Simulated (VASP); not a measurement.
# InP (F-43m) in VASP: notebook, part 2 of 2

VASP 6.6.1.

### 3 Single point, r2SCAN (23.45 Å³/atom)

This run uses another cell than the first one, of 23.45 Å³/atom.

Input file POSCAR:

```
InP
1.0
    0.0000000000      2.8621621832      2.8621621832
    2.8621621832      0.0000000000      2.8621621832
    2.8621621832      2.8621621832      0.0000000000
In P
1 1
Direct
    0.0000000000      0.0000000000      0.0000000000
    0.2500000000      0.2500000000      0.2500000000
```

Input file INCAR.step1:

```
SYSTEM = InP
PREC     = Accurate       ! precision mode
ENCUT    = 520            ! plane-wave cutoff, eV
ISMEAR   = 0              ! smearing method
SIGMA    = 0.02           ! smearing width, eV
LREAL    = .False.        ! projectors in reciprocal space
LASPH    = .True.         ! aspherical terms in the spheres
NELM     = 60             ! most SCF steps
NBANDS   = 16             ! bands
GGA      = PE             ! functional
ALGO     = Normal         ! electronic algorithm
EDIFF    = 1E-4           ! SCF threshold, eV
LWAVE    = .True.         ! write WAVECAR
LCHARG   = .False.        ! write CHGCAR
```

Input file INCAR.step2:

```
SYSTEM = InP
PREC     = Accurate       ! precision mode
ENCUT    = 520            ! plane-wave cutoff, eV
EDIFF    = 1E-7           ! SCF threshold, eV
ISMEAR   = 0              ! smearing method
SIGMA    = 0.02           ! smearing width, eV
LREAL    = .False.        ! projectors in reciprocal space
LASPH    = .True.         ! aspherical terms in the spheres
NELM     = 60             ! most SCF steps
ALGO     = Normal         ! electronic algorithm
ISIF     = 2              ! what is computed and relaxed
LWAVE    = .False.        ! write WAVECAR
LCHARG   = .False.        ! write CHGCAR
METAGGA  = R2SCAN         ! meta-GGA
LMIXTAU  = .True.       
NBANDS   = 16             ! bands
ISTART   = 1
```

Input file KPOINTS:

```
Automatic mesh
0
Gamma
  8 8 8
  0 0 0
```

Potentials or basis: VASP PAW PBE potentials, release 64 (In_d, P).

Run with:

```sh
cat potpaw_PBE.64/In_d/POTCAR potpaw_PBE.64/P/POTCAR > POTCAR
cp INCAR.step1 INCAR
mpirun -np 1 vasp_std > vasp.out
cp INCAR.step2 INCAR
mpirun -np 1 vasp_std > vasp.out
```

OUTCAR:

```text
SYSTEM = InP
   PREC = Accurate
   ENCUT = 520
   EDIFF = 1E-7
   ISMEAR = 0
   LREAL = .False.
   LASPH = .True.
   NELM = 60
   ISIF = 2
   METAGGA = R2SCAN
   ISTART = 1

 ion  position               nearest neighbor table
   1  0.000  0.000  0.000-   2 2.48   2 2.48   2 2.48   2 2.48
   2  0.250  0.250  0.250-   1 2.48   1 2.48   1 2.48   1 2.48

  LATTYP: Found a face centered cubic cell.
 ALAT       =     5.7243243664

  Lattice vectors:

 A1 = (   0.0000000000,   2.8621621832,   2.8621621832)
 A2 = (   2.8621621832,   0.0000000000,   2.8621621832)
 A3 = (   2.8621621832,   2.8621621832,   0.0000000000)

Analysis of symmetry for initial positions (statically):
=====================================================================
 Subroutine PRICEL returns:
 Original cell was already a primitive cell.

 Routine SETGRP: Setting up the symmetry group for a
 face centered cubic supercell.

 Subroutine GETGRP returns: Found 24 space group operations
 (whereof 24 operations were pure point group operations)
 out of a pool of 48 trial point group operations.

The static configuration has the point symmetry T_d .

Analysis of symmetry for dynamics (positions and initial velocities):
=====================================================================
 Subroutine PRICEL returns:
 Original cell was already a primitive cell.

 Routine SETGRP: Setting up the symmetry group for a
 face centered cubic supercell.

 Subroutine GETGRP returns: Found 24 space group operations
 (whereof 24 operations were pure point group operations)
 out of a pool of 48 trial point group operations.

The dynamic configuration has the point symmetry T_d .

 Subroutine INISYM returns: Found 24 space group operations
 (whereof 24 operations are pure point group operations),
 and found     1 'primitive' translations

----------------------------------------------------------------------------------------

[... 111 lines left out ...]
     AMIX     =   0.40;   BMIX     =  1.00
     AMIX_MAG =   1.60;   BMIX_MAG =  1.00
  volume/ion in A,a.u.               =      23.45       158.23
  Fermi-wavevector in a.u.,A,eV,Ry     =   1.189766  2.248331 19.259622  1.415542
  Thomas-Fermi vector in A             =   2.325866
   LORBIT       =      0    0 simple, 1 ext, 2 COOP (PROOUT), +10 PAW based schemes
   METAGGA = R2SCAN    functional components
   LHFCALC =     F    Hartree Fock is set to
   AEXX    =    0.0000 exact exchange contribution
   IVDW    =     0    specifies the selected vdW correction
   LEPSILON=     F    determine dielectric tensor
   LRPA    =     F    only Hartree local field effects (RPA)
 non-spin polarized calculation
 Gauss-broadening in eV      SIGMA  =   0.02
  energy-cutoff  :      520.00
  volume of cell :       46.89
 maximum number of plane-waves:      1283
   NGX = 15   NGY = 15   NGZ = 15

 number of electron      17.9999995 magnetization

 Free energy of the ion-electron system (eV)
  ---------------------------------------------------
  ext. energy  EPLUGINS =         0.00000000
  ---------------------------------------------------
  free energy    TOTEN  =       -32.19383475 eV

  energy without entropy =      -32.19383475  energy(sigma->0) =      -32.19383475

 E-fermi :   5.9636     XC(G=0): -10.2198

 val. band max:        5.8270784540   @ k =   0.0000   0.0000   0.0000
 cond. band min:       7.4064434502   @ k =   0.0000   0.0000   0.0000
 fundamental gap:      1.5793649962
 Fermi energy:         5.9636428271

 k-point     1 :       0.0000    0.0000    0.0000
  band No.  band energies     occupation
      1      -8.9909      2.00000
      2      -8.9909      2.00000
      3      -8.9909      2.00000
      4      -8.7688      2.00000
      5      -8.7688      2.00000
      6      -6.7017      2.00000
[... 433 lines left out ...]
      3      -8.8957      2.00000
      4      -8.7777      2.00000
      5      -8.7517      2.00000
      6      -4.2616      2.00000
[... 8 lines left out ...]
     15      17.3063      0.00000
     16      18.1170      0.00000

 [... further k-points ...]

------------------------ aborting loop because EDIFF is reached ----------------------------------------

  FORCE on cell =-STRESS in cart. coord.  units (eV):
  Direction    XX          YY          ZZ          XY          YZ          ZX
  --------------------------------------------------------------------------------------
  -------------------------------------------------------------------------------------
  Total        2.2849690      2.2849690      2.2849690      0.0000000      0.0000000     -0.0000000
  in kB       78.0689220     78.0689220     78.0689220      0.0000000      0.0000000     -0.0000000
  external PRESSURE =      78.0689220 kB  Pullay stress =       0.0000000 kB

 VOLUME and BASIS-vectors are now :
 -----------------------------------------------------------------------------
  energy-cutoff  :      520.00
  volume of cell :       46.89
      direct lattice vectors                 reciprocal lattice vectors
     0.000000000  2.862162183  2.862162183    -0.174693105  0.174693105  0.174693105
     2.862162183  0.000000000  2.862162183     0.174693105 -0.174693105  0.174693105
     2.862162183  2.862162183  0.000000000     0.174693105  0.174693105 -0.174693105

 POSITION                                       TOTAL-FORCE (eV/Angst)
 -----------------------------------------------------------------------------------
      0.00000      0.00000      0.00000         0.000000      0.000000      0.000000
      1.43108      1.43108      1.43108        -0.000000     -0.000000     -0.000000
 -----------------------------------------------------------------------------------
    total drift:                               -0.000002     -0.000002     -0.000002

  FREE ENERGIE OF THE ION-ELECTRON SYSTEM (eV)
  ---------------------------------------------------
  free  energy   TOTEN  =       -32.1938347489 eV

  energy  without entropy=      -32.1938347489  energy(sigma->0) =      -32.19383475
```

OSZICAR.step1:

```text
N       E                     dE             d eps       ncg     rms          rms(c)
DAV:   1     0.112070410396E+03    0.11207E+03   -0.85651E+03   928   0.128E+03
DAV:   2    -0.139978460087E+01   -0.11347E+03   -0.10886E+03  1032   0.295E+02
DAV:   3    -0.851655654093E+01   -0.71168E+01   -0.70822E+01  1224   0.737E+01
DAV:   4    -0.869613220682E+01   -0.17958E+00   -0.17953E+00  1128   0.126E+01
DAV:   5    -0.870465440839E+01   -0.85222E-02   -0.85220E-02  1408   0.241E+00    0.639E+00
DAV:   6    -0.828488073511E+01    0.41977E+00   -0.62380E-01  1496   0.139E+01    0.384E+00
DAV:   7    -0.824665130841E+01    0.38229E-01   -0.18748E-01  1376   0.377E+00    0.133E+00
DAV:   8    -0.824663622719E+01    0.15081E-04   -0.19104E-02  1168   0.168E+00    0.439E-01
DAV:   9    -0.824721047577E+01   -0.57425E-03   -0.14079E-03  1152   0.368E-01    0.191E-01
DAV:  10    -0.824736335921E+01   -0.15288E-03   -0.31250E-04  1160   0.291E-01    0.112E-01
DAV:  11    -0.824743507234E+01   -0.71713E-04   -0.13982E-04  1032   0.123E-01
   1 F= -.82474351E+01 E0= -.82474351E+01  d E =-.653818E-14
```

It took 2.7 min on 1 thread of AMD EPYC 7R13, shared host; peak memory 0.15 GiB.

What came out:

```yaml
Free_energy: -32.1938 eV
Pressure: 7.8 GPa
Band_gap_on_the_k_mesh: 1.58 eV
```

Levels at points of the mesh, in eV from the valence-band top:
```csv
k point,band 7,band 8,band 9,band 10,band 11,band 12
"(0.00, 0.00, 0.00)",0.00,0.00,0.00,1.58,4.43,4.43
"(0.50, 0.00, 0.00)",-6.30,-1.12,-1.12,2.05,5.15,5.15
"(0.50, 0.50, 0.00)",-6.22,-2.67,-2.67,1.88,2.53,10.39
```

Caveat: the cell stands under pressure; the PAW data sets were made with another functional, which shifts forces and pressure a little; spin-orbit coupling is left out, which moves the levels of the heavy elements.
